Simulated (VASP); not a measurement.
Input of a VASP 6.6.1 run:

INCAR

```
PREC = Accurate ; ENCUT = 520
EDIFF = 1E-6 ; ISMEAR = -1
SIGMA = 0.08 ; LREAL = F
LASPH = T ; NELM = 60
ALGO = Normal ; ISIF = 2
LWAVE = F ; LCHARG = F
GGA = PE ; NBANDS = 16
```

Contents of KPOINTS:

```
Automatic mesh
0
Gamma
  5 5 4
```

POSCAR

```
Se
1.0
    4.3551700000      0.0000000000      0.0000000000
   -2.1775850000      3.7716878578      0.0000000000
    0.0000000000      0.0000000000      4.9494500000
Se
3
Direct
    0.2434587894      0.0035045318      0.1600957682
    0.0009726111      0.2220955263      0.8354524240
    0.7555688479      0.7743999796      0.5044520098
```

Potentials or basis: VASP PAW PBE potentials, release 64 (Se).

The run is started by

```sh
$ cat potpaw_PBE.64/Se/POTCAR > POTCAR
$ mpirun -np 1 vasp_std > vasp.out
```

(1) What does it give for the pressure?

(2) Estimate the largest force.

Results:

(1) 1.7 GPa.

(2) 0.619 eV/Å.
